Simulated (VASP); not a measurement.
# Al (Fm-3m) in VASP: notebook

Al is run at these levels: PBEsol; tasks: single point.

All numbers are computed with VASP 6.6.1; they aren't measurements. Logs are shortened: lines on timing, memory, paths and dates and some standing lists are left out, and cuts for length are marked.

## 1. The cell of the first run

Symmetry: Fm-3m, No. 225, cubic system. The conventional cell has a = 3.919 Å, b = 3.919 Å, c = 3.919 Å, α = 90.00°, β = 90.00°, γ = 90.00°. Within 3.7 Å of Al (site symmetry m-3m) lie 12 Al at 2.77 Å.

## 2. Single point, PBEsol (strained)

File INCAR:

```
PREC = Accurate
ENCUT = 520
EDIFF = 1E-6
ISMEAR = 0
SIGMA = 0.1
LREAL = F
LASPH = T
NELM = 80
ALGO = Fast
ISIF = 2
LWAVE = F
LCHARG = F
GGA = PS
NBANDS = 8
```

File KPOINTS:

```
Automatic mesh
0
Gamma
  18 18 18
```

File POSCAR:

```
Al
1.0
    0.0000000000      1.9595971962      1.9595971962
    1.9595971962      0.0000000000      1.9595971962
    1.9595971962      1.9595971962      0.0000000000
Al
1
Direct
    0.0000000000      0.0000000000      0.0000000000
```

Potentials or basis: VASP PAW PBE potentials, release 64 (Al).

Launch:

```sh
$ cat potpaw_PBE.64/Al/POTCAR > POTCAR
$ mpirun -np 1 vasp_std > vasp.out
```

OUTCAR:

```text
PREC = Accurate
   ENCUT = 520
   EDIFF = 1E-6
   ISMEAR = 0
   LREAL = F
   LASPH = T
   NELM = 80
   ISIF = 2
   GGA = PS

 ion  position               nearest neighbor table
   1  0.000  0.000  0.000-

  LATTYP: Found a face centered cubic cell.
 ALAT       =     3.9191943924

  Lattice vectors:

 A1 = (   0.0000000000,   1.9595971962,   1.9595971962)
 A2 = (   1.9595971962,   0.0000000000,   1.9595971962)
 A3 = (   1.9595971962,   1.9595971962,   0.0000000000)

Analysis of symmetry for initial positions (statically):
=====================================================================
 Subroutine PRICEL returns:
 Original cell was already a primitive cell.

 Routine SETGRP: Setting up the symmetry group for a
 face centered cubic supercell.

 Subroutine GETGRP returns: Found 48 space group operations
 (whereof 48 operations were pure point group operations)
 out of a pool of 48 trial point group operations.

The static configuration has the point symmetry O_h .

Analysis of symmetry for dynamics (positions and initial velocities):
=====================================================================
 Subroutine PRICEL returns:
 Original cell was already a primitive cell.

 Routine SETGRP: Setting up the symmetry group for a
 face centered cubic supercell.

 Subroutine GETGRP returns: Found 48 space group operations
 (whereof 48 operations were pure point group operations)
 out of a pool of 48 trial point group operations.

The dynamic configuration has the point symmetry O_h .

 Subroutine INISYM returns: Found 48 space group operations
 (whereof 48 operations are pure point group operations),
 and found     1 'primitive' translations

----------------------------------------------------------------------------------------

                                     Primitive cell

  volume of cell :      15.0498

  direct lattice vectors                    reciprocal lattice vectors
     0.000000000  1.959597196  1.959597196    -0.255154478  0.255154478  0.255154478
     1.959597196  0.000000000  1.959597196     0.255154478 -0.255154478  0.255154478
     1.959597196  1.959597196  0.000000000     0.255154478  0.255154478 -0.255154478

  length of vectors
     2.771288932  2.771288932  2.771288932     0.441940520  0.441940520  0.441940520

  position of ions in fractional coordinates (direct lattice)
     0.000000000  0.000000000  0.000000000

  ion indices of the primitive-cell ions
   primitive index   ion index
                 1           1
[... 70 lines left out ...]
   ENCUT  =  520.0 eV  38.22 Ry    6.18 a.u.   5.15  5.15  5.15*2*pi/ulx,y,z
   NELM   =     80;   NELMIN=  2; NELMDL= -5     # of ELM steps
   EDIFF  = 0.1E-05   stopping-criterion for ELM
   LREAL  =      F    real-space projection
   EDIFFG = 0.1E-04   stopping-criterion for IOM
   NSW    =      0    number of steps for IOM
   IBRION =     -1    ionic relax: 0-MD 1-quasi-New 2-CG
   NFREE  =      0    steps in history (QN), initial steepest desc. (CG)
   ISIF   =      2    stress and relaxation
   ISYM   =      2    0-nonsym 1-usesym 2-fastsym
   POTIM  = 0.5000    time-step for ionic-motion
   TEBEG  =    0.0;   TEEND  =   0.0 temperature during run
   PSTRESS=    0.0 pullay stress
   NELECT =       3.0000    total number of electrons
   NUPDOWN=      -1.0000    fix difference up-down
   EMIN   =  10.00;   EMAX   =-10.00  energy-range for DOS
   EFERMI =   0.00;   METHOD = LEGACY
   ISMEAR =     0;   SIGMA  =   0.10  broadening in eV -4-tet -1-fermi 0-gaus
   EFERMI_NEDOS =   21; number of points for ismear=-14 and -15
   IALGO  =     68    algorithm
   IMIX   =      4    mixing-type and parameters
     AMIX     =   0.40;   BMIX     =  1.00
     AMIX_MAG =   1.60;   BMIX_MAG =  1.00
  volume/ion in A,a.u.               =      15.05       101.56
  Fermi-wavevector in a.u.,A,eV,Ry     =   0.956324  1.807191 12.443287  0.914556
  Thomas-Fermi vector in A             =   2.085242
   LORBIT       =      0    0 simple, 1 ext, 2 COOP (PROOUT), +10 PAW based schemes
   GGA     = PS    functional components
   LHFCALC =     F    Hartree Fock is set to
   AEXX    =    0.0000 exact exchange contribution
   IVDW    =     0    specifies the selected vdW correction
   LEPSILON=     F    determine dielectric tensor
   LRPA    =     F    only Hartree local field effects (RPA)
 non-spin polarized calculation
 RMM-DIIS sequential band-by-band and
 Gauss-broadening in eV      SIGMA  =   0.10
  energy-cutoff  :      520.00
  volume of cell :       15.05
 maximum number of plane-waves:       419
 NGX is ok and might be reduce to    24
   NGX = 11   NGY = 11   NGZ = 11

 number of electron       3.0000000 magnetization

 Free energy of the ion-electron system (eV)
  ---------------------------------------------------
  ext. energy  EPLUGINS =         0.00000000
  ---------------------------------------------------
  free energy    TOTEN  =        -4.06729187 eV

  energy without entropy =       -4.06461844  energy(sigma->0) =       -4.06595515

 E-fermi :   8.9365     XC(G=0): -10.5969

 val. band max:        8.9268854107   @ k =  -0.2222   0.3889   0.1667
 cond. band min:       8.9500482936   @ k =  -0.3333   0.3889   0.0556
 fundamental gap:      0.0231628829
 Fermi energy:         8.9364737200

 k-point     1 :       0.0000    0.0000    0.0000
  band No.  band energies     occupation
      1      -2.8387      2.00000
      2      22.0557      0.00000
      3      22.0557      0.00000
      4      22.0557      0.00000
      5      24.2718      0.00000
      6      24.2718      0.00000
      7      24.2718      0.00000
      8      26.1130      0.00000
[... 243 lines left out ...]
 k-point    24 :      -0.2222    0.0556    0.0000
  band No.  band energies     occupation
      1      -1.0968      2.00000
      2      12.9827      0.00000
      3      18.7932      0.00000
      4      21.7759      0.00000
      5      23.6582      0.00000
      6      24.7769      0.00000
      7      25.2731      0.00000
      8      27.5606      0.00000

 [... further k-points ...]
[... 5 lines left out ...]
  --------------------------------------------------------------------------------------
  -------------------------------------------------------------------------------------
  Total        0.6587390      0.6587390      0.6587390      0.0000000      0.0000000     -0.0000000
  in kB       70.1283377     70.1283377     70.1283377      0.0000000      0.0000000     -0.0000000
  external PRESSURE =      70.1283377 kB  Pullay stress =       0.0000000 kB

 VOLUME and BASIS-vectors are now :
 -----------------------------------------------------------------------------
  energy-cutoff  :      520.00
  volume of cell :       15.05
      direct lattice vectors                 reciprocal lattice vectors
     0.000000000  1.959597196  1.959597196    -0.255154478  0.255154478  0.255154478
     1.959597196  0.000000000  1.959597196     0.255154478 -0.255154478  0.255154478
     1.959597196  1.959597196  0.000000000     0.255154478  0.255154478 -0.255154478

 POSITION                                       TOTAL-FORCE (eV/Angst)
 -----------------------------------------------------------------------------------
      0.00000      0.00000      0.00000         0.000000      0.000000      0.000000
 -----------------------------------------------------------------------------------
    total drift:                                0.000000     -0.000000      0.000000

  FREE ENERGIE OF THE ION-ELECTRON SYSTEM (eV)
  ---------------------------------------------------
  free  energy   TOTEN  =        -4.0672918660 eV

  energy  without entropy=       -4.0646184424  energy(sigma->0) =       -4.06595515
```

It took 22 s on 1 thread of Intel Xeon Platinum 8259CL at 2.50GHz (Skylake/Cascade Lake), shared host; peak memory 0.14 GiB.

What came out:

| Quantity | Value |
| --- | --- |
| Free energy | -4.0673 eV |
| Pressure | 7.0 GPa |

Levels at points of the mesh, in eV from the Fermi level:
```tsv
k point	band 1	band 2	band 3	band 4	band 5
(0.00, 0.00, 0.00)	-11.78	13.12	13.12	13.12	15.34
(0.50, 0.00, 0.00)	-4.96	-4.50	11.87	11.87	12.42
(0.50, 0.50, 0.00)	-3.14	-1.64	5.28	6.04	6.04
```

Caveat: the cell differs from its parent crystal (strained); the PAW data sets were made with another functional, which shifts forces and pressure a little.

## 3. Single point, PBEsol (strained)

File INCAR:

```
SYSTEM = Al
ALGO     = Normal         ! electronic algorithm
EDIFF    = 1E-6           ! SCF threshold, eV
ENCUT    = 520            ! plane-wave cutoff, eV
GGA      = PS             ! functional
ISIF     = 2              ! what is computed and relaxed
ISMEAR   = 0              ! smearing method
LASPH    = .TRUE.         ! aspherical terms in the spheres
LCHARG   = .TRUE.         ! write CHGCAR
LELF     = .TRUE.         ! ELF
LREAL    = .FALSE.        ! projectors in reciprocal space
LVHAR    = .TRUE.       
LWAVE    = .FALSE.        ! write WAVECAR
NBANDS   = 8              ! bands
NELM     = 100            ! most SCF steps
PREC     = Accurate       ! precision mode
SIGMA    = 0.1            ! smearing width, eV
```

File KPOINTS:

```
k-points
0
G
  18 18 18
  0 0 0
```

File POSCAR:

```
Al
1.0
    0.0000000000      2.0005827912      2.0005827912
    2.0005827912      0.0000000000      2.0005827912
    2.0005827912      2.0005827912      0.0000000000
Al
1
Direct
    0.0000000000      0.0000000000      0.0000000000
```

Potentials or basis: VASP PAW PBE potentials, release 64 (Al).

Launch:

```sh
$ cat potpaw_PBE.64/Al/POTCAR > POTCAR
$ mpirun -np 1 vasp_std > vasp.out
```

OUTCAR:

```text
SYSTEM = Al
   EDIFF = 1E-6
   ENCUT = 520
   GGA = PS
   ISIF = 2
   ISMEAR = 0
   LASPH = .TRUE.
   LREAL = .FALSE.
   NELM = 100
   PREC = Accurate

 ion  position               nearest neighbor table
   1  0.000  0.000  0.000-

  LATTYP: Found a face centered cubic cell.
 ALAT       =     4.0011655824

  Lattice vectors:

 A1 = (   0.0000000000,   2.0005827912,   2.0005827912)
 A2 = (   2.0005827912,   0.0000000000,   2.0005827912)
 A3 = (   2.0005827912,   2.0005827912,   0.0000000000)

Analysis of symmetry for initial positions (statically):
=====================================================================
 Subroutine PRICEL returns:
 Original cell was already a primitive cell.

 Routine SETGRP: Setting up the symmetry group for a
 face centered cubic supercell.

 Subroutine GETGRP returns: Found 48 space group operations
 (whereof 48 operations were pure point group operations)
 out of a pool of 48 trial point group operations.

The static configuration has the point symmetry O_h .

Analysis of symmetry for dynamics (positions and initial velocities):
=====================================================================
 Subroutine PRICEL returns:
 Original cell was already a primitive cell.

 Routine SETGRP: Setting up the symmetry group for a
 face centered cubic supercell.

 Subroutine GETGRP returns: Found 48 space group operations
 (whereof 48 operations were pure point group operations)
 out of a pool of 48 trial point group operations.

The dynamic configuration has the point symmetry O_h .

 Subroutine INISYM returns: Found 48 space group operations
 (whereof 48 operations are pure point group operations),
 and found     1 'primitive' translations

----------------------------------------------------------------------------------------

                                     Primitive cell

  volume of cell :      16.0140

  direct lattice vectors                    reciprocal lattice vectors
[... 102 lines left out ...]
   IALGO  =     38    algorithm
   IMIX   =      4    mixing-type and parameters
     AMIX     =   0.40;   BMIX     =  1.00
     AMIX_MAG =   1.60;   BMIX_MAG =  1.00
  volume/ion in A,a.u.               =      16.01       108.07
  Fermi-wavevector in a.u.,A,eV,Ry     =   0.936732  1.770167 11.938663  0.877467
  Thomas-Fermi vector in A             =   2.063771
   LORBIT       =      0    0 simple, 1 ext, 2 COOP (PROOUT), +10 PAW based schemes
   GGA     = PS    functional components
   LHFCALC =     F    Hartree Fock is set to
   AEXX    =    0.0000 exact exchange contribution
   IVDW    =     0    specifies the selected vdW correction
   LEPSILON=     F    determine dielectric tensor
   LRPA    =     F    only Hartree local field effects (RPA)
 non-spin polarized calculation
 Gauss-broadening in eV      SIGMA  =   0.10
  energy-cutoff  :      520.00
  volume of cell :       16.01
 maximum number of plane-waves:       444
 NGX is ok and might be reduce to    24
   NGX = 11   NGY = 11   NGZ = 11

 number of electron       3.0000000 magnetization

 Free energy of the ion-electron system (eV)
  ---------------------------------------------------
  ext. energy  EPLUGINS =         0.00000000
  ---------------------------------------------------
  free energy    TOTEN  =        -4.09016141 eV

  energy without entropy =       -4.08718180  energy(sigma->0) =       -4.08867161

 E-fermi :   8.2562     XC(G=0): -10.3662

 val. band max:        8.2365142311   @ k =  -0.2778   0.2778   0.0556
 cond. band min:       8.2610915088   @ k =  -0.4444   0.3333   0.1111
 fundamental gap:      0.0245772777
 Fermi energy:         8.2561896214

 k-point     1 :       0.0000    0.0000    0.0000
  band No.  band energies     occupation
      1      -3.0732      2.00000
      2      21.0257      0.00000
      3      21.0257      0.00000
      4      21.0257      0.00000
      5      22.7461      0.00000
      6      22.7461      0.00000
      7      22.7461      0.00000
      8      24.9684      0.00000
[... 243 lines left out ...]
 k-point    24 :      -0.2222    0.0556    0.0000
  band No.  band energies     occupation
      1      -1.4002      2.00000
      2      12.1660      0.00000
      3      17.7214      0.00000
      4      20.6171      0.00000
      5      22.3888      0.00000
      6      23.4793      0.00000
      7      23.9274      0.00000
      8      26.1479      0.00000

 [... further k-points ...]
[... 5 lines left out ...]
  --------------------------------------------------------------------------------------
  -------------------------------------------------------------------------------------
  Total        0.0921472      0.0921472      0.0921472     -0.0000000     -0.0000000     -0.0000000
  in kB        9.2191953      9.2191953      9.2191953     -0.0000000     -0.0000000     -0.0000000
  external PRESSURE =       9.2191953 kB  Pullay stress =       0.0000000 kB

 VOLUME and BASIS-vectors are now :
 -----------------------------------------------------------------------------
  energy-cutoff  :      520.00
  volume of cell :       16.01
      direct lattice vectors                 reciprocal lattice vectors
     0.000000000  2.000582791  2.000582791    -0.249927172  0.249927172  0.249927172
     2.000582791  0.000000000  2.000582791     0.249927172 -0.249927172  0.249927172
     2.000582791  2.000582791  0.000000000     0.249927172  0.249927172 -0.249927172

 POSITION                                       TOTAL-FORCE (eV/Angst)
 -----------------------------------------------------------------------------------
      0.00000      0.00000      0.00000         0.000000     -0.000000      0.000000
 -----------------------------------------------------------------------------------
    total drift:                                0.000000     -0.000000     -0.000000

  FREE ENERGIE OF THE ION-ELECTRON SYSTEM (eV)
  ---------------------------------------------------
  free  energy   TOTEN  =        -4.0901614118 eV

  energy  without entropy=       -4.0871817983  energy(sigma->0) =       -4.08867161
```

OSZICAR:

```text
N       E                     dE             d eps       ncg     rms          rms(c)
DAV:   1    -0.263114948810E+01   -0.26311E+01   -0.83167E+02  3136   0.200E+02
DAV:   2    -0.411202796157E+01   -0.14809E+01   -0.14431E+01  4392   0.191E+01
DAV:   3    -0.411915965010E+01   -0.71317E-02   -0.71283E-02  4104   0.151E+00
DAV:   4    -0.411917447708E+01   -0.14827E-04   -0.14827E-04  4776   0.560E-02
DAV:   5    -0.411917451878E+01   -0.41703E-07   -0.40515E-07  4136   0.176E-03    0.145E+00
DAV:   6    -0.410187083871E+01    0.17304E-01   -0.20468E-03  4240   0.189E-01    0.822E-01
DAV:   7    -0.409017797883E+01    0.11693E-01   -0.56177E-03  4104   0.304E-01    0.174E-01
DAV:   8    -0.409016215104E+01    0.15828E-04   -0.20198E-05  4600   0.305E-02    0.124E-02
DAV:   9    -0.409016141178E+01    0.73926E-06   -0.34774E-07  4328   0.272E-03
   1 F= -.40901614E+01 E0= -.40886716E+01  d E =-.297961E-02
```

stdout:

```text
POSCAR found type information on POSCAR Al
 POSCAR found :  1 types and       1 ions
 scaLAPACK will be used
 -----------------------------------------------------------------------------
|                                                                             |
|                                                                             |
|     You enforced a specific xc type in the INCAR file but a different       |
|     I HOPE YOU KNOW WHAT YOU ARE DOING!                                     |
|                                                                             |
 -----------------------------------------------------------------------------

 LDA part: xc-table for (Slater+PW92), standard interpolation
 POSCAR, INCAR and KPOINTS ok, starting setup
 FFT: planning ... GRIDC
 FFT: planning ... GRID_SOFT
 FFT: planning ... GRID
 WAVECAR not read
 entering main loop
```

Run time: 16 s. Hardware: 1 thread of Intel Xeon Platinum 8259CL at 2.50GHz (Skylake/Cascade Lake), shared host; peak memory 0.14 GiB.

Results:

* Free energy: -4.0902 eV
* Pressure: 0.9 GPa

Levels at points of the mesh, in eV from the Fermi level:
```
           k point  band 1  band 2  band 3  band 4  band 5  band 6
(0.00, 0.00, 0.00)  -11.33   12.77   12.77   12.77   14.49   14.49
(0.50, 0.00, 0.00)   -4.71   -4.41   11.58   11.58   11.72   11.72
(0.50, 0.50, 0.00)   -2.98   -1.61    5.27    5.74    5.74    9.35
```

Caveat: the cell differs from its parent crystal (strained); the PAW data sets were made with another functional, which shifts forces and pressure a little.
